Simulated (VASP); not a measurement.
# C (Fmmm) in VASP: a series of runs

The runs below take C through single point, with LDA.

Program: VASP 6.6.1. These are calculated values, not measurements. Logs are shortened: lines on timing, memory, paths and dates and some standing lists are left out, and cuts for length are marked.

### 1 The cell of the first run

Symmetry: Fmmm, No. 69, orthorhombic system. The conventional cell has a = 2.574 Å, b = 4.233 Å, c = 6.719 Å, α = 90.00°, β = 90.00°, γ = 90.00°. C (site symmetry m2m) has 3 C at 1.41 to 1.47 Å within 1.9 Å.

### 2 Single point, LDA (strain +0.0525 x Voigt [1, 0, 0, 0, 0, 0])

The input, INCAR:

```
PREC = Accurate
ENCUT = 520
EDIFF = 1E-6
ISMEAR = 0
SIGMA = 0.03
LREAL = False
LASPH = True
NELM = 80
ALGO = Normal
ISIF = 2
LWAVE = False
LCHARG = False
GGA = CA
NBANDS = 11
```

The input, KPOINTS:

```
Automatic mesh
0
Gamma
  16 16 16
```

The input, POSCAR:

```
C
1.0
    0.0000000000      2.1166507492      3.3597492418
    1.2869808628      0.0000000000      3.3597492418
    1.2869808628      2.1166507492      0.0000000000
C
2
Direct
    0.1667065656      0.8332934344      0.1667065656
    0.8332934344      0.1667065656      0.8332934344
```

Potentials or basis: VASP PAW LDA potentials, release 64 (C).

On the command line:

```
> cat potpaw_LDA.64/C/POTCAR > POTCAR
> mpirun -np 1 vasp_std > vasp.out
```

OUTCAR:

```text
PREC = Accurate
   ENCUT = 520
   EDIFF = 1E-6
   ISMEAR = 0
   LREAL = False
   LASPH = True
   NELM = 80
   ISIF = 2
   GGA = CA

 ion  position               nearest neighbor table
   1  0.167  0.833  0.167-   2 1.41   2 1.47   2 1.47
   2  0.833  0.167  0.833-   1 1.41   1 1.47   1 1.47

  LATTYP: Found a face centered orthorhombic cell.
 ALAT       =     2.5739617256
 B/A-ratio  =     1.6446637323
 C/A-ratio  =     2.6105665895

  Lattice vectors:

 A1 = (   0.0000000000,   2.1166507492,   3.3597492418)
 A2 = (   1.2869808628,   0.0000000000,   3.3597492418)
 A3 = (   1.2869808628,   2.1166507492,   0.0000000000)

Analysis of symmetry for initial positions (statically):
=====================================================================
 Subroutine PRICEL returns:
 Original cell was already a primitive cell.

 Routine SETGRP: Setting up the symmetry group for a
 face centered orthorhombic supercell.

 Subroutine GETGRP returns: Found  8 space group operations
 (whereof  8 operations were pure point group operations)
 out of a pool of  8 trial point group operations.

The static configuration has the point symmetry D_2h.

Analysis of symmetry for dynamics (positions and initial velocities):
=====================================================================
 Subroutine PRICEL returns:
 Original cell was already a primitive cell.

 Routine SETGRP: Setting up the symmetry group for a
 face centered orthorhombic supercell.

 Subroutine GETGRP returns: Found  8 space group operations
 (whereof  8 operations were pure point group operations)
 out of a pool of  8 trial point group operations.

The dynamic configuration has the point symmetry D_2h.

 Subroutine INISYM returns: Found  8 space group operations
 (whereof  8 operations are pure point group operations),
 and found     1 'primitive' translations

----------------------------------------------------------------------------------------

                                     Primitive cell

  volume of cell :      18.3045

  direct lattice vectors                    reciprocal lattice vectors
     0.000000000  2.116650749  3.359749242    -0.388506165  0.236222249  0.148820630
     1.286980863  0.000000000  3.359749242     0.388506165 -0.236222249  0.148820630
     1.286980863  2.116650749  0.000000000     0.388506165  0.236222249 -0.148820630

  length of vectors
     3.970909891  3.597809710  2.477202078     0.478419869  0.478419869  0.478419869

  position of ions in fractional coordinates (direct lattice)
     0.166706566  0.833293434  0.166706566
     0.833293434  0.166706566  0.833293434

  ion indices of the primitive-cell ions
   primitive index   ion index
                 1           1
                 2           2

----------------------------------------------------------------------------------------

 KPOINTS: Automatic mesh

Automatic generation of k-mesh.
 Grid dimensions read from file:
 generate k-points for:   16   16   16

 Generating k-lattice:

  Cartesian coordinates                     Fractional coordinates (reciprocal lattice)
    -0.024281635  0.014763891  0.009301289     0.062500000  0.000000000  0.000000000
     0.024281635 -0.014763891  0.009301289     0.000000000  0.062500000  0.000000000
     0.024281635  0.014763891 -0.009301289    -0.000000000 -0.000000000  0.062500000

  Length of vectors
     0.029901242  0.029901242  0.029901242

  Shift w.r.t. Gamma in fractional coordinates (k-lattice)
     0.000000000  0.000000000  0.000000000

 Subroutine IBZKPT returns following result:
 ===========================================

 Found    621 irreducible k-points:

 Following reciprocal coordinates:
            Coordinates               Weight
  0.000000  0.000000  0.000000      1.000000
  0.062500 -0.000000  0.000000      8.000000
  0.125000 -0.000000  0.000000      8.000000
  0.187500 -0.000000  0.000000      8.000000
  0.250000 -0.000000  0.000000      8.000000
  0.312500 -0.000000 -0.000000      8.000000
[... 16 lines left out ...]
 -0.125000  0.062500 -0.000000      8.000000
 -0.062500  0.062500  0.000000      4.000000
 [... further k-points ...]
   k-points           NKPTS =    621   k-points in BZ     NKDIM =    621   number of bands    NBANDS=     11
   number of dos      NEDOS =    301   number of ions     NIONS =      2
   total plane-waves  NPLWV =  15120
   dimension x,y,z NGX =    30 NGY =   28 NGZ =   18
   dimension x,y,z NGXF=    60 NGYF=   56 NGZF=   36
   ions per type =               2
   NGX,Y,Z   is equivalent  to a cutoff of  12.56, 12.94, 12.08 a.u.
   NGXF,Y,Z  is equivalent  to a cutoff of  25.12, 25.88, 24.16 a.u.
 SYSTEM =  unknown system
   PREC   = accura    normal or accurate (medium, high low for compatibility)
   ISTART =      0    job   : 0-new  1-cont  2-samecut
   ICHARG =      2    charge: 1-file 2-atom 10-const
   ISPIN  =      1    spin polarized calculation?
   LNONCOLLINEAR =      F non collinear calculations
   LSORBIT =      F    spin-orbit coupling
   LASPH  =      T    aspherical Exc in radial PAW
   ENCUT  =  520.0 eV  38.22 Ry    6.18 a.u.   7.38  6.69  4.61*2*pi/ulx,y,z
   NELM   =     80;   NELMIN=  2; NELMDL= -5     # of ELM steps
   EDIFF  = 0.1E-05   stopping-criterion for ELM
   LREAL  =      F    real-space projection
   EDIFFG = 0.1E-04   stopping-criterion for IOM
   NSW    =      0    number of steps for IOM
   IBRION =     -1    ionic relax: 0-MD 1-quasi-New 2-CG
   NFREE  =      0    steps in history (QN), initial steepest desc. (CG)
   ISIF   =      2    stress and relaxation
   ISYM   =      2    0-nonsym 1-usesym 2-fastsym
   POTIM  = 0.5000    time-step for ionic-motion
   TEBEG  =    0.0;   TEEND  =   0.0 temperature during run
   PSTRESS=    0.0 pullay stress
   NELECT =       8.0000    total number of electrons
   NUPDOWN=      -1.0000    fix difference up-down
   EMIN   =  10.00;   EMAX   =-10.00  energy-range for DOS
   EFERMI =   0.00;   METHOD = LEGACY
   ISMEAR =     0;   SIGMA  =   0.03  broadening in eV -4-tet -1-fermi 0-gaus
   EFERMI_NEDOS =   21; number of points for ismear=-14 and -15
   IALGO  =     38    algorithm
   IMIX   =      4    mixing-type and parameters
     AMIX     =   0.40;   BMIX     =  1.00
     AMIX_MAG =   1.60;   BMIX_MAG =  1.00
  volume/ion in A,a.u.               =       9.15        61.76
  Fermi-wavevector in a.u.,A,eV,Ry     =   1.242373  2.347745 21.000476  1.543491
  Thomas-Fermi vector in A             =   2.376731
   LORBIT       =      0    0 simple, 1 ext, 2 COOP (PROOUT), +10 PAW based schemes
   GGA     = CA    functional components
   LHFCALC =     F    Hartree Fock is set to
   AEXX    =    0.0000 exact exchange contribution
   IVDW    =     0    specifies the selected vdW correction
   LEPSILON=     F    determine dielectric tensor
   LRPA    =     F    only Hartree local field effects (RPA)
 non-spin polarized calculation
 Gauss-broadening in eV      SIGMA  =   0.03
  energy-cutoff  :      520.00
  volume of cell :       18.30
 maximum number of plane-waves:       519
 NGX is ok and might be reduce to    30
   NGX = 15   NGY = 13   NGZ =  9

 number of electron       8.0000001 magnetization

 Free energy of the ion-electron system (eV)
  ---------------------------------------------------
  ext. energy  EPLUGINS =         0.00000000
  ---------------------------------------------------
  free energy    TOTEN  =       -20.07972697 eV

  energy without entropy =      -20.07971959  energy(sigma->0) =      -20.07972328

 E-fermi :   4.4424     XC(G=0): -10.6369

 val. band max:        4.4153669314   @ k =   0.5000  -0.1250   0.3750
 cond. band min:       4.4694556481   @ k =   0.0000   0.3125   0.3125
 fundamental gap:      0.0540887167
 Fermi energy:         4.4423796269

 k-point     1 :       0.0000    0.0000    0.0000
  band No.  band energies     occupation
      1     -14.8017      2.00000
      2      -1.9447      2.00000
      3       1.1807      2.00000
      4       1.2788      2.00000
      5       8.3151      0.00000
      6      11.7105      0.00000
      7      12.4722      0.00000
      8      14.8476      0.00000
      9      16.3279      0.00000
     10      26.0075      0.00000
     11      28.6059      0.00000

 k-point     2 :       0.0625   -0.0000    0.0000
  band No.  band energies     occupation
      1     -14.7111      2.00000
      2      -1.8717      2.00000
      3       0.8294      2.00000
      4       1.0887      2.00000
      5       8.4679      0.00000
      6      11.9032      0.00000
      7      12.7718      0.00000
      8      14.5313      0.00000
      9      16.4421      0.00000
     10      26.2616      0.00000
     11      27.5464      0.00000

 k-point     3 :       0.1250   -0.0000    0.0000
  band No.  band energies     occupation
      1     -14.4403      2.00000
      2      -1.6516      2.00000
      3      -0.1651      2.00000
      4       0.6524      2.00000
      5       8.9241      0.00000
      6      12.2448      0.00000
      7      13.5988      0.00000
      8      13.6926      0.00000
      9      16.8749      0.00000
     10      25.5567      0.00000
     11      27.0186      0.00000

 k-point     4 :       0.1875   -0.0000    0.0000
  band No.  band energies     occupation
      1     -13.9918      2.00000
      2      -1.5388      2.00000
      3      -1.2806      2.00000
      4       0.0885      2.00000
      5       9.6679      0.00000
      6      12.3307      0.00000
      7      12.4088      0.00000
      8      14.9930      0.00000
      9      17.7353      0.00000
     10      23.7994      0.00000
     11      27.8817      0.00000

 k-point     5 :       0.2500   -0.0000    0.0000
  band No.  band energies     occupation
      1     -13.3704      2.00000
      2      -3.0823      2.00000
      3      -0.7631      2.00000
      4      -0.4846      2.00000
      5      10.4834      0.00000
      6      10.9769      0.00000
      7      12.3611      0.00000
      8      16.6076      0.00000
      9      18.9181      0.00000
     10      22.3839      0.00000
     11      27.5415      0.00000
[... 211 lines left out ...]
 k-point    21 :      -0.2500    0.0625    0.0000
  band No.  band energies     occupation
      1     -12.6211      2.00000
      2      -4.6484      2.00000
      3      -0.9927      2.00000
      4       0.1830      2.00000
      5       9.0033      0.00000
      6      11.3127      0.00000
      7      12.2340      0.00000
      8      18.3268      0.00000
      9      20.2190      0.00000
     10      21.1836      0.00000
     11      26.7726      0.00000

 k-point    22 :      -0.1875    0.0625   -0.0000
  band No.  band energies     occupation
      1     -13.4009      2.00000
      2      -3.0695      2.00000
      3      -0.5204      2.00000
      4      -0.4798      2.00000
      5      10.1432      0.00000
      6      10.7256      0.00000
      7      12.3559      0.00000
      8      16.6234      0.00000
      9      18.9806      0.00000
     10      22.2045      0.00000
     11      27.5621      0.00000

 k-point    23 :      -0.1250    0.0625   -0.0000
  band No.  band energies     occupation
      1     -14.0135      2.00000
      2      -1.5314      2.00000
      3      -1.0984      2.00000
      4       0.0887      2.00000
      5       9.3049      0.00000
      6      12.2878      0.00000
      7      12.4086      0.00000
      8      14.9982      0.00000
      9      17.7540      0.00000
     10      23.7009      0.00000
     11      27.9282      0.00000

 k-point    24 :      -0.0625    0.0625    0.0000
  band No.  band energies     occupation
      1     -14.4516      2.00000
      2      -1.5539      2.00000
      3      -0.1629      2.00000
      4       0.6525      2.00000
      5       8.7321      0.00000
      6      12.2481      0.00000
      7      13.6264      0.00000
      8      13.6520      0.00000
      9      16.8794      0.00000
     10      25.5436      0.00000
     11      26.9929      0.00000

 [... further k-points ...]
[... 5 lines left out ...]
  --------------------------------------------------------------------------------------
  -------------------------------------------------------------------------------------
  Total       -5.5322567     -0.7593260      0.0010395      0.0000000      0.0000000      0.0000000
  in kB     -484.2334084    -66.4631167      0.0909887      0.0000000      0.0000000      0.0000000
  external PRESSURE =    -183.5351788 kB  Pullay stress =       0.0000000 kB

 VOLUME and BASIS-vectors are now :
 -----------------------------------------------------------------------------
  energy-cutoff  :      520.00
  volume of cell :       18.30
      direct lattice vectors                 reciprocal lattice vectors
     0.000000000  2.116650749  3.359749242    -0.388506165  0.236222249  0.148820630
     1.286980863  0.000000000  3.359749242     0.388506165 -0.236222249  0.148820630
     1.286980863  2.116650749  0.000000000     0.388506165  0.236222249 -0.148820630

 POSITION                                       TOTAL-FORCE (eV/Angst)
 -----------------------------------------------------------------------------------
      1.28698      0.70572      3.35975         0.000000      0.429838      0.000000
      1.28698      3.52758      3.35975         0.000000     -0.429838      0.000000
 -----------------------------------------------------------------------------------
    total drift:                                0.000000      0.000000     -0.000000

  FREE ENERGIE OF THE ION-ELECTRON SYSTEM (eV)
  ---------------------------------------------------
  free  energy   TOTEN  =       -20.0797269675 eV

  energy  without entropy=      -20.0797195908  energy(sigma->0) =      -20.07972328
```

Wall time 79 s (1 thread of Intel Xeon 6975P-C, shared host); peak memory 0.21 GiB.

What came out:

```
Free energy            : -20.0797 eV
Pressure               : -18.4 GPa
Largest force          : 0.430 eV/Å
Band gap on the k mesh : 0.05 eV, indirect (least direct gap 0.46 eV)
```

Forces in eV/Å, atoms in the order of the input:
```
C    0.000  0.430  0.000
C    0.000 -0.430  0.000
```

Stress tensor (GPa, compression positive):
```
-48.42   0.00   0.00
  0.00  -6.65   0.00
  0.00   0.00   0.01
```

Caveat: the cell differs from its parent crystal (strain +0.0525 x Voigt [1, 0, 0, 0, 0, 0]).

### 3 Single point, LDA (strain +0.0600 x Voigt [1, 0, 0, 0, 0, 0])

The input, INCAR:

```
SYSTEM = C
ALGO     = Normal         ! electronic algorithm
EDIFF    = 1E-7           ! SCF threshold, eV
ENCUT    = 520            ! plane-wave cutoff, eV
ISIF     = 2              ! what is computed and relaxed
ISMEAR   = 0              ! smearing method
LASPH    = .TRUE.         ! aspherical terms in the spheres
LCHARG   = .FALSE.        ! write CHGCAR
LREAL    = .FALSE.        ! projectors in reciprocal space
LWAVE    = .FALSE.        ! write WAVECAR
NBANDS   = 11             ! bands
NELM     = 100            ! most SCF steps
PREC     = Accurate       ! precision mode
SIGMA    = 0.03           ! smearing width, eV
```

The input, KPOINTS:

```
k-points
0
G
  16 16 16
  0 0 0
```

The input, POSCAR:

```
C
1.0
    0.0000000000      2.1166507492      3.3597492418
    1.2961517478      0.0000000000      3.3597492418
    1.2961517478      2.1166507492      0.0000000000
C
2
Direct
    0.1667065656      0.8332934344      0.1667065656
    0.8332934344      0.1667065656      0.8332934344
```

Potentials or basis: VASP PAW LDA potentials, release 64 (C).

On the command line:

```
> cat potpaw_LDA.64/C/POTCAR > POTCAR
> mpirun -np 1 vasp_std > vasp.out
```

It took 92 s on 1 thread of Intel Xeon 6975P-C, shared host; peak memory 0.21 GiB.

Results (log left out):

| Property | Result |
| --- | --- |
| Free energy | -20.0381 eV |
| Pressure | -20.6 GPa |
| Largest force | 0.457 eV/Å |
| Band gap on the k mesh | 0.02 eV, indirect (least direct gap 0.34 eV) |

Forces in eV/Å, atoms in the order of the input:
```
C    0.000  0.457  0.000
C    0.000 -0.457  0.000
```

Stress tensor (GPa, compression positive):
```
-54.22   0.00   0.00
  0.00  -7.53   0.00
  0.00   0.00  -0.02
```

Levels at points of the mesh, in eV from the valence-band top:
```
           k point  band 1  band 2  band 3  band 4  band 5  band 6  band 7  band 8
(0.00, 0.00, 0.00)  -19.20   -6.35   -3.30   -3.20    3.88    7.10    7.90   10.24
(0.50, 0.00, 0.00)  -14.33  -12.91   -6.12   -2.73    1.34    7.31   11.69   12.72
(0.50, 0.50, 0.00)  -18.87   -8.44   -3.34   -3.19    6.98    7.80   10.04   10.48
(0.50, 0.00, 0.50)  -13.55  -13.19   -6.98   -1.16    1.94    5.51   10.94   11.07
(0.00, 0.50, 0.50)  -13.30  -13.01   -7.05   -2.69    0.61    5.09   12.44   17.10
```

Caveat: the cell differs from its parent crystal (strain +0.0600 x Voigt [1, 0, 0, 0, 0, 0]).
